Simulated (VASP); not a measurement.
Runs of VASP 6.6.1 on C. The structure is that of space group P6_3/mmc (No. 194), or close to it. The cells are those of the table. 

```tsv
cell	gap on the mesh (eV)	pressure (GPa)	largest force (eV/Å)
a = 2.608, b = 2.608, c = 12.906 Å, angles 90.0, 90.0, 120.0°, 12 atoms	4.12	(b)	0.11
a = 2.608, b = 2.608, c = 11.677 Å, angles 90.0, 90.0, 120.0°, 12 atoms	3.18	-10.1	0.87
a = 2.492, b = 2.492, c = 12.292 Å, angles 90.0, 90.0, 120.0°, 12 atoms	4.50	1.7	-
a = 2.492, b = 2.492, c = 12.701 Å, angles 90.0, 90.0, 120.0°, 12 atoms	4.49	-12.3	0.04
a = 2.492, b = 2.492, c = 11.677 Å, angles 90.0, 90.0, 120.0°, 12 atoms	4.02	(a)	0.64
```

Alike in all rows: task single point; level LDA; potentials or basis VASP PAW LDA potentials, release 64 (C); no spin polarisation; k mesh 12 × 12 × 2; cutoff (eV) 520; smearing gaussian 0.05 eV.

Task: Estimate the missing entries.

Result: (a) 30.3; (b) -49.5.

A k mesh can miss the band edges.
